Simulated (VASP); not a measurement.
**TaH: relaxation of cell and atoms with PBE**

The system is TaH.

```
Ta H
1.0
     2.85856    0.00000    0.00000
     0.00000    2.85856    0.00000
     0.00000    0.00000    2.85856
Ta H
1 1
Direct
  0.00000 0.00000 0.00000
  0.50000 0.50000 0.50000
```

```json
{
  "Program": "VASP 6.6.1",
  "Task": "relaxation of cell and atoms",
  "Functional": "PBE",
  "Potentials or basis": "VASP PAW PBE potentials, release 64 (Ta_pv, H)",
  "Cutoff": "600 eV",
  "k mesh": "6 × 6 × 6",
  "Occupations": "gaussian, width 0.1 eV",
  "Spin": "no spin polarisation",
  "Dipole correction": "no",
  "Further INCAR settings": "ALGO = Normal; EDIFF = 1e-06; IBRION = 2; EDIFFG = -0.04; NSW = 90; ISIF = 3"
}
```

| Property | Result |
| --- | --- |
| Relaxed volume | 10.66 Å³/atom |
| Relaxed cell | a = 2.773 Å, b = 2.773 Å, c = 2.773 Å, α = 90.00°, β = 90.00°, γ = 90.00° |
| Space group after relaxing (to 0.05 Å) | Pm-3m (No. 221) |
| Energy gained by relaxing | 45.8 meV/atom |
| Ionic steps | 3 |
| Pressure after relaxing | -0.1 GPa |
| Band gap on the k mesh | zero (band 6 reaches 8.12 eV, above the bottom of band 7 at 3.06 eV) |

Step by step:
```tsv
step	energy change (eV)	largest force (eV/Å)	pressure (GPa)	volume (Å³)
1	0.0000	0.0000	-13.38	23.36
2	-0.0569	0.0000	10.50	20.21
3	-0.0917	0.0000	-0.08	21.33
```

Final structure:
```cif
data_structure
_symmetry_space_group_name_H-M 'P 1'
_symmetry_Int_Tables_number 1
_cell_length_a 2.7733
_cell_length_b 2.7733
_cell_length_c 2.7733
_cell_angle_alpha 90.000
_cell_angle_beta 90.000
_cell_angle_gamma 90.000
_cell_volume 21.33
loop_
_atom_site_label
_atom_site_type_symbol
_atom_site_fract_x
_atom_site_fract_y
_atom_site_fract_z
_atom_site_occupancy
Ta1 Ta 0.00000 0.00000 0.00000 1
H1 H 0.50000 0.50000 0.50000 1
```

Levels at points of the mesh, in eV from the Fermi level:
```csv
k point,band 3,band 4,band 5,band 6,band 7,band 8,band 9,band 10
"(0.00, 0.00, 0.00)",-34.33,-10.95,-3.53,-3.53,4.88,4.88,4.88,7.23
"(0.50, 0.00, 0.00)",-34.23,-6.26,-5.30,-2.53,1.03,1.03,5.31,8.41
"(0.50, 0.50, 0.00)",-34.13,-7.82,-2.47,1.98,1.98,2.71,2.71,4.92
"(0.50, 0.50, 0.50)",-35.12,-3.77,-3.77,-3.77,-3.08,7.69,7.69,9.57
```

Run time: 12 s on 1 thread of Oxide Virtual Turin-like Processor, on a shared host, peak memory 0.12 GiB.

Caveat: the k points lie up to 0.38 Å⁻¹ apart in the final cell; spin-orbit coupling is left out, which moves the levels of the heavy elements.
